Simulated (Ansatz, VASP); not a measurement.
# TiO2: VASP beside Ansatz

```xyz
6
Lattice="4.2692 0.0000 0.0000 0.0000 4.2692 0.0000 0.0000 0.0000 3.2469" Properties=species:S:1:pos:R:3 pbc="T T T"
Ti    0.0000    0.0000    0.0000
Ti    2.1346    2.1346    1.6234
O     1.3049    1.3049    0.0000
O     0.8297    3.4394    1.6234
O     2.9643    2.9643    0.0000
O     3.4394    0.8297    1.6234
```

Change from the starting cell: strain -0.080 along x and y, +0.080 along z, atoms carried along.

Alike in both runs: task single point; functional PBE; k mesh 6 × 6 × 10; occupations gaussian, width 0.05 eV; no spin polarisation; Hubbard terms Ti d U = 4.0 eV.

```csv
,VASP,Ansatz
version,VASP 6.6.1,Ansatz 0.2.0
potentials or method,"VASP PAW PBE potentials, release 64 (Ti_sv, O), cutoff 520 eV","scalar-relativistic, plane waves, PAW"
valence electrons in the cell,48,48
```

Ansatz gave:

- gap on the k mesh at the Fermi level (eV): 2.68
- least direct gap on the mesh (eV): 2.73
- pressure (GPa): 20.4
- traceless stress, the component that is largest in VASP (GPa): -24.87
- rms of the force components (eV/Å): 0.192

Which values does VASP return?

gap on the k mesh at the Fermi level (eV): 2.66; least direct gap on the mesh (eV): 2.66; pressure (GPa): 25.2; traceless stress, the component that is largest in VASP (GPa): -25.51; rms of the force components (eV/Å): 0.249.

The programs project onto different local orbitals, so the same U acts differently, and such runs can settle in different states. Atom by atom the forces differ by 0.057 eV/Å (rms over components).
